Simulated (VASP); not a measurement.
Here is a VASP 6.6.1 calculation.

Contents of INCAR:

```
PREC = Accurate
ENCUT = 520
EDIFF = 1E-6
ISMEAR = -1
SIGMA = 0.1
LREAL = F
LASPH = T
NELM = 60
ALGO = Normal
ISIF = 2
LWAVE = F
LCHARG = F
GGA = RP
NBANDS = 10
```

File KPOINTS:

```
Automatic mesh
0
Gamma
  17 17 17
```

The input POSCAR:

```
Fe
1.0
    0.0000000000      1.7378793490      1.7378793490
    1.7378793490      0.0000000000      1.7378793490
    1.7378793490      1.7378793490      0.0000000000
Fe
1
Direct
    0.0000000000      0.0000000000      0.0000000000
```

Potentials or basis: VASP PAW PBE potentials, release 64 (Fe).

The run is started by

```bash
$ cat potpaw_PBE.64/Fe/POTCAR > POTCAR
$ mpirun -np 1 vasp_std > vasp.out
```

Q: Estimate the band gap on the k mesh.

A: Zero (band 4 reaches 7.83 eV, above the bottom of band 5 at 5.92 eV).

Q: What does it give for the pressure?

A: -0.4 GPa.

Caveat: the PAW data sets were made with another functional, which shifts forces and pressure a little; the run has no spin polarisation, though such a crystal can be magnetic. Spin polarisation is off, so any magnetic state and its effect on volume and gap are missing.
